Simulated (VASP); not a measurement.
# As in VASP: further runs

The runs below take As through single point, with PBE+D3(BJ).

All numbers are computed with VASP 6.6.1; they aren't measurements. Logs are shortened: lines on timing, memory, paths and dates and some standing lists are left out, and cuts for length are marked.

### Step 1. The cell of the first run

The cell holds a slab with vacuum, 2 atoms: a = 3.571 Å, b = 3.571 Å, c = 18.398 Å, α = 90.00°, β = 90.00°, γ = 120.00°.

### Step 2. Single point, PBE+D3(BJ)

The input, INCAR:

```
SYSTEM = As
PREC     = Accurate       ! precision mode
ENCUT    = 400            ! plane-wave cutoff, eV
EDIFF    = 1E-6           ! SCF threshold, eV
ISMEAR   = 0              ! smearing method
SIGMA    = 0.05           ! smearing width, eV
LREAL    = .False.        ! projectors in reciprocal space
LASPH    = .True.         ! aspherical terms in the spheres
NELM     = 120            ! most SCF steps
ALGO     = Normal         ! electronic algorithm
ISIF     = 2              ! what is computed and relaxed
LWAVE    = .False.        ! write WAVECAR
LCHARG   = .True.         ! write CHGCAR
LDIPOL   = .True.       
IDIPOL   = 3            
DIPOL    = 0.5 0.5 0.255
GGA      = PE             ! functional
IVDW     = 12             ! dispersion correction
LELF     = .True.         ! ELF
LVHAR    = .True.       
LVACPOTAV= .True.       
NBANDS   = 12             ! bands
GGA_COMPAT= .False.      
NELMDL   = -8
```

The input, KPOINTS:

```
Automatic mesh
0
Gamma
  9 9 1
  0 0 0
```

The input, POSCAR:

```
As
1.0
    3.5713387681      0.0000000000      0.0000000000
   -1.7856693841      3.0928700987      0.0000000000
    0.0000000000      0.0000000000     18.3976402524
As
2
Direct
    0.3333333333      0.6666666667      0.2933876398
    0.6666666667      0.3333333333      0.2174191877
```

Potentials or basis: VASP PAW PBE potentials, release 64 (As).

The run is started by

```
> cat potpaw_PBE.64/As/POTCAR > POTCAR
> mpirun -np 1 vasp_std > vasp.out
```

OUTCAR:

```text
SYSTEM = As
   PREC = Accurate
   ENCUT = 400
   EDIFF = 1E-6
   ISMEAR = 0
   LREAL = .False.
   LASPH = .True.
   NELM = 120
   ISIF = 2
   GGA = PE
   IVDW = 12
   NELMDL = -8
 IVDW          = 12

 ion  position               nearest neighbor table
   1  0.333  0.667  0.293-   2 2.49   2 2.49   2 2.49
   2  0.667  0.333  0.217-   1 2.49   1 2.49   1 2.49

  LATTYP: Found a hexagonal cell.
 ALAT       =     3.5713387681
 C/A-ratio  =     5.1514688040

  Lattice vectors:

 A1 = (   3.5713387681,   0.0000000000,   0.0000000000)
 A2 = (  -1.7856693841,   3.0928700987,   0.0000000000)
 A3 = (   0.0000000000,   0.0000000000,  18.3976402524)

Analysis of symmetry for initial positions (statically):
=====================================================================
 Subroutine PRICEL returns:
 Original cell was already a primitive cell.

 Routine SETGRP: Setting up the symmetry group for a
 hexagonal supercell.

 Subroutine GETGRP returns: Found 12 space group operations
 (whereof  6 operations were pure point group operations)
 out of a pool of 24 trial point group operations.

The static configuration has the point symmetry C_3v.
 The point group associated with its full space group is D_3d.

Analysis of symmetry for dynamics (positions and initial velocities):
=====================================================================
 Subroutine PRICEL returns:
 Original cell was already a primitive cell.

 Routine SETGRP: Setting up the symmetry group for a
 hexagonal supercell.

 Subroutine GETGRP returns: Found 12 space group operations
 (whereof  6 operations were pure point group operations)
 out of a pool of 24 trial point group operations.

The dynamic configuration has the point symmetry C_3v.
 The point group associated with its full space group is D_3d.

 Subroutine INISYM returns: Found 12 space group operations
 (whereof  6 operations are pure point group operations),
 and found     1 'primitive' translations

----------------------------------------------------------------------------------------

                                     Primitive cell

  volume of cell :     203.2146

  direct lattice vectors                    reciprocal lattice vectors
     3.571338768  0.000000000  0.000000000     0.280007041  0.161662140  0.000000000
    -1.785669384  3.092870099  0.000000000     0.000000000  0.323324281  0.000000000
     0.000000000  0.000000000 18.397640252     0.000000000  0.000000000  0.054354797

  length of vectors
[... 85 lines left out ...]
   EFERMI_NEDOS =   21; number of points for ismear=-14 and -15
   IALGO  =     38    algorithm
   IMIX   =      4    mixing-type and parameters
     AMIX     =   0.40;   BMIX     =  1.00
     AMIX_MAG =   1.60;   BMIX_MAG =  1.00
  volume/ion in A,a.u.               =     101.61       685.68
  Fermi-wavevector in a.u.,A,eV,Ry     =   0.599915  1.133675  4.896713  0.359898
  Thomas-Fermi vector in A             =   1.651577
   LORBIT       =      0    0 simple, 1 ext, 2 COOP (PROOUT), +10 PAW based schemes
   GGA     = PE    functional components
   LHFCALC =     F    Hartree Fock is set to
   AEXX    =    0.0000 exact exchange contribution
   IVDW    =    12    specifies the selected vdW correction
   LEPSILON=     F    determine dielectric tensor
   LRPA    =     F    only Hartree local field effects (RPA)
 non-spin polarized calculation
 Gauss-broadening in eV      SIGMA  =   0.05
  energy-cutoff  :      400.00
  volume of cell :      203.21
 maximum number of plane-waves:      3710
 NGX is ok and might be reduce to    24
   NGX = 11   NGY = 11   NGZ = 61

 number of electron      10.0000000 magnetization

 dipolmoment           0.000000      0.000000      0.000004 electrons x Angstroem

 number of electron       9.9999999 magnetization

 dipolmoment           0.000000      0.000000     -0.000001 electrons x Angstroem

 Free energy of the ion-electron system (eV)
  ---------------------------------------------------
  ext. energy  EPLUGINS =         0.00000000
  ---------------------------------------------------
  free energy    TOTEN  =        -9.32585471 eV

  energy without entropy =       -9.32585471  energy(sigma->0) =       -9.32585471

 E-fermi :  -2.9356     XC(G=0):  -2.8529

 val. band max:       -3.2059439860   @ k =   0.0000   0.0000   0.0000
 cond. band min:      -1.6544172015   @ k =   0.3333  -0.0000   0.0000
 fundamental gap:      1.5515267845
 Fermi energy:        -2.9356371830

 k-point     1 :       0.0000    0.0000    0.0000
  band No.  band energies     occupation
      1     -16.8867      2.00000
      2     -10.4847      2.00000
      3      -3.8957      2.00000
      4      -3.2059      2.00000
      5      -3.2059      2.00000
      6      -1.1714      0.00000
      7       0.3125      0.00000
      8       0.3125      0.00000
      9       1.5841      0.00000
     10       1.7727      0.00000
     11       2.7184      0.00000
     12       3.4351      0.00000
[... 151 lines left out ...]
 k-point    12 :       0.3333    0.3333    0.0000
  band No.  band energies     occupation
      1     -13.2401      2.00000
      2     -13.2401      2.00000
      3      -7.7235      2.00000
      4      -5.2904      2.00000
      5      -5.2904      2.00000
      6      -1.3166      0.00000
      7       1.3334      0.00000
      8       1.3334      0.00000
      9       4.8313      0.00000
     10       5.7645      0.00000
     11       5.7645      0.00000
     12       6.5383      0.00000

------------------------ aborting loop because EDIFF is reached ----------------------------------------

 Edisp (eV)   -0.42422

 E8    (eV) :    -0.1923

  FORCE on cell =-STRESS in cart. coord.  units (eV):
  Direction    XX          YY          ZZ          XY          YZ          ZX
  --------------------------------------------------------------------------------------
  -------------------------------------------------------------------------------------
  Total       0.07759     0.07759     0.11929    -0.00000     0.00000     0.00000
  in kB       0.61171     0.61171     0.94052    -0.00000     0.00000     0.00000
  external pressure =        0.72 kB  Pullay stress =        0.00 kB

 VOLUME and BASIS-vectors are now :
 -----------------------------------------------------------------------------
  energy-cutoff  :      400.00
  volume of cell :      203.21
      direct lattice vectors                 reciprocal lattice vectors
     3.571338768  0.000000000  0.000000000     0.280007041  0.161662140  0.000000000
    -1.785669384  3.092870099  0.000000000     0.000000000  0.323324281  0.000000000
     0.000000000  0.000000000 18.397640252     0.000000000  0.000000000  0.054354797

 POSITION                                       TOTAL-FORCE (eV/Angst)
 -----------------------------------------------------------------------------------
     -0.00000      2.06191      5.39764        -0.000000      0.000000      0.092245
      1.78567      1.03096      4.00000         0.000000     -0.000000     -0.092245
 -----------------------------------------------------------------------------------
    total drift:                               -0.000000     -0.000000     -0.000015

  FREE ENERGIE OF THE ION-ELECTRON SYSTEM (eV)
  ---------------------------------------------------
  free  energy   TOTEN  =        -9.7500700471 eV

  energy  without entropy=       -9.7500700471  energy(sigma->0) =       -9.75007005

 vacuum level on the upper side and lower side of the slab         2.079         2.079
```

OSZICAR:

```text
N       E                     dE             d eps       ncg     rms          rms(c)
DAV:   1     0.517902627680E+02    0.51790E+02   -0.25950E+03   288   0.450E+02
DAV:   2    -0.455952596495E+01   -0.56350E+02   -0.53745E+02   448   0.907E+01
DAV:   3    -0.930034487542E+01   -0.47408E+01   -0.47225E+01   380   0.335E+01
[... 13 lines left out ...]
DAV:  17    -0.932583236769E+01   -0.15563E-04   -0.16195E-06   344   0.356E-03    0.678E-04
DAV:  18    -0.932583538226E+01   -0.30146E-05   -0.38525E-07   384   0.139E-03    0.485E-04
DAV:  19    -0.932584779842E+01   -0.12416E-04   -0.42637E-07   336   0.186E-03    0.363E-04
DAV:  20    -0.932585406031E+01   -0.62619E-05   -0.41304E-07   332   0.129E-03    0.361E-04
DAV:  21    -0.932585470587E+01   -0.64556E-06   -0.10886E-08   320   0.270E-04
   1 F= -.97500700E+01 E0= -.97500700E+01  d E =-.141287E-15
```

stdout:

```text
POSCAR found type information on POSCAR As
 POSCAR found :  1 types and       2 ions
 scaLAPACK will be used
 LDA part: xc-table for (Slater+PW92), standard interpolation
 POSCAR, INCAR and KPOINTS ok, starting setup
 FFT: planning ... GRIDC
 FFT: planning ... GRID_SOFT
 FFT: planning ... GRID
 WAVECAR not read
 entering main loop
 -----------------------------------------------------------------------------
|                                                                             |
|           W    W    AA    RRRRR   N    N  II  N    N   GGGG   !!!           |
|           W    W   A  A   R    R  NN   N  II  NN   N  G    G  !!!           |
|           W    W  A    A  R    R  N N  N  II  N N  N  G       !!!           |
|           W WW W  AAAAAA  RRRRR   N  N N  II  N  N N  G  GGG   !            |
|           WW  WW  A    A  R   R   N   NN  II  N   NN  G    G                |
|           W    W  A    A  R    R  N    N  II  N    N   GGGG   !!!           |
|                                                                             |
|     Did not find any points to average over, which means that no vacuum     |
|     field-free region was found. Please increase the size of  your cell     |
|     in the dimension of the dipole correction to obtain accurate            |
|     workfunction values.                                                    |
|                                                                             |
 -----------------------------------------------------------------------------
```

It took 33 s on 1 thread of Intel Xeon 6975P-C (Granite Rapids), shared host; peak memory 0.23 GiB.

Results:

| Quantity | Value |
| --- | --- |
| Free energy | -9.7501 eV |
| Largest force | 0.092 eV/Å |
| Band gap on the k mesh | 1.55 eV (least direct gap 2.03 eV) |
| Dispersion energy per atom | -0.212 eV |

Forces in eV/Å, atoms in the order of the input:
```
As   0.000  0.000  0.092
As   0.000  0.000 -0.092
```

Levels at points of the mesh, in eV from the valence-band top:
```
           k point  band 3  band 4  band 5  band 6  band 7  band 8
(0.00, 0.00, 0.00)   -0.69    0.00    0.00    2.03    3.52    3.52
```

### Step 3. Single point, PBE+D3(BJ)

This run uses another cell than the first one.

The input, INCAR:

```
SYSTEM = As
ALGO     = Normal         ! electronic algorithm
DIPOL    = 0.5 0.5 0.256
EDIFF    = 1E-6           ! SCF threshold, eV
ENCUT    = 400            ! plane-wave cutoff, eV
GGA      = PE             ! functional
GGA_COMPAT= .False.      
IDIPOL   = 3            
ISIF     = 2              ! what is computed and relaxed
ISMEAR   = 0              ! smearing method
IVDW     = 12             ! dispersion correction
LASPH    = .True.         ! aspherical terms in the spheres
LCHARG   = .True.         ! write CHGCAR
LDIPOL   = .True.       
LELF     = .True.         ! ELF
LREAL    = .False.        ! projectors in reciprocal space
LVACPOTAV= .True.       
LVHAR    = .True.       
LWAVE    = .False.        ! write WAVECAR
NBANDS   = 12             ! bands
NELM     = 120            ! most SCF steps
NELMDL   = -8           
PREC     = Accurate       ! precision mode
SIGMA    = 0.05           ! smearing width, eV
```

The input, KPOINTS:

```
k-points
0
Gamma
  9 9 1
  0 0 0
```

The input, POSCAR:

```
As
1.0
    3.5713375816      0.0000000000      0.0000000000
   -1.7856687908      3.0928690711      0.0000000000
    0.0000000000      0.0000000000     20.2952790253
As
2
Direct
    0.3333333333      0.6666666667      0.2905916940
    0.6666666667      0.3333333333      0.2217264416
```

Potentials or basis: VASP PAW PBE potentials, release 64 (As).

The run is started by

```
> cat potpaw_PBE.64/As/POTCAR > POTCAR
> mpirun -np 1 vasp_std > vasp.out
```

Run time: 49 s. Hardware: 1 thread of Intel Xeon 6975P-C (Granite Rapids), shared host; peak memory 0.26 GiB.

Results (log left out):

```yaml
Free_energy: -9.7499 eV
Largest_force: 0.092 eV/Å
Band_gap_on_the_k_mesh: 1.55 eV (least direct gap 2.03 eV)
Dispersion_energy_per_atom: -0.212 eV
```

Forces in eV/Å, atoms in the order of the input:
```
As   0.000  0.000  0.092
As   0.000  0.000 -0.092
```

Levels at points of the mesh, in eV from the valence-band top:
| k point | band 3 | band 4 | band 5 | band 6 | band 7 | band 8 |
| --- | --- | --- | --- | --- | --- | --- |
| (0.00, 0.00, 0.00) | -0.69 | 0.00 | 0.00 | 2.03 | 3.52 | 3.52 |
